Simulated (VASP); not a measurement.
Write the native input for VASP 6.6.1 that does the following.

| Quantity | Value |
| --- | --- |
| Task | single point |
| Functional | LDA |
| Potentials or basis | VASP PAW LDA potentials, release 64 (Al, Si) |
| Cutoff | 520 eV |
| k mesh | 4 × 4 × 1 |
| Occupations | gaussian, width 0.05 eV |
| Spin | no spin polarisation |
| Dipole correction | no |
| Further INCAR settings | LREAL = Auto; ALGO = Normal; EDIFF = 1e-06; NBANDS = 40 |

The structure of Al16Si lies in POSCAR:

```
Al16Si
1.0
    5.7275651202      0.0000002887      0.0000000000
    2.8637823101      4.9602170403      0.0000000000
    0.0000000000      0.0000000000     19.0148060000
Al Si
16 1
Direct
    0.0000000000      0.0000000000      0.0525906000
    0.4999999950      0.0000000100      0.0525906000
    0.0000000100      0.4999999950      0.0525906000
    0.4999999950      0.4999999950      0.0525906000
    0.1682398482      0.1682398482      0.1715578458
    0.6635203036      0.1682398482      0.1715578458
    0.1682398482      0.6635203036      0.1715578458
    0.6666666667      0.6666666667      0.1705529639
   -0.1696719516      0.3393439031      0.2870062576
    0.3333333333      0.3333333333      0.2860570655
   -0.1696719516      0.8303280484      0.2870062576
    0.3393439031      0.8303280484      0.2870062576
    0.0000000000      0.0000000000      0.4034431126
    0.4915031779      0.0169936443      0.4052836785
    0.0169936443      0.4915031779      0.4052836785
    0.4915031779      0.4915031779      0.4052836785
    0.6666666667      0.6666666667      0.4953276229
```

The input as run:

INCAR

```
  PREC = Accurate
  ENCUT = 520
  EDIFF = 1E-6
  ISMEAR = 0
  SIGMA = 0.05
  LREAL = Auto
  LASPH = True
  NELM = 100
  ALGO = Normal
  ISIF = 2
  LWAVE = False
  LCHARG = False
  GGA = CA
  NBANDS = 40
```

KPOINTS

```
regular mesh
0
Gamma
  4 4 1
```

Potentials or basis: VASP PAW LDA potentials, release 64 (Al, Si).

The run is started by

```bash
$ cat potpaw_LDA.64/Al/POTCAR potpaw_LDA.64/Si/POTCAR > POTCAR
$ mpirun -np 1 vasp_std > vasp.out
```

Results of the run:

```
Largest force          : 0.242 eV/Å
Band gap on the k mesh : zero (band 26 reaches 2.05 eV, above the bottom of band 27 at 1.55 eV)
```

Run time: 110 s on 1 thread of Intel(R) Xeon(R) 6975P-C (Granite Rapids), with other jobs on the host, peak memory 0.49 GiB.
